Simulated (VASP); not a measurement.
A run of VASP 6.6.1 is set up as follows.

The input INCAR:

```
PREC = Accurate
ENCUT = 500
EDIFF = 1E-6
ISMEAR = 0
SIGMA = 0.1
LREAL = False
LASPH = True
NELM = 120
ALGO = Normal
ISIF = 2
LWAVE = False
LCHARG = False
GGA = PE
NBANDS = 13
GGA_COMPAT = False
```

Contents of KPOINTS:

```
Automatic mesh
0
Gamma
  2 2 2
```

Contents of POSCAR:

```
Ge
1.0
    0.0000000000      2.0983605250      2.0983605250
    2.0983605250      0.0000000000      2.0983605250
    2.0983605250      2.0983605250      0.0000000000
Ge
1
Direct
    0.0000000000      0.0000000000      0.0000000000
```

Potentials or basis: VASP PAW PBE potentials, release 64 (Ge_d).

The run is started by

```sh
$ cat potpaw_PBE.64/Ge_d/POTCAR > POTCAR
$ mpirun -np 1 vasp_std > vasp.out
```

(1) Estimate the band gap on the k mesh.

(2) Predict the pressure.

Answers

(1) zero (band 7 reaches 16.23 eV, above the bottom of band 8 at 9.72 eV).

(2) -8.8 GPa.

Caveat: the k points lie up to 1.30 Å⁻¹ apart.
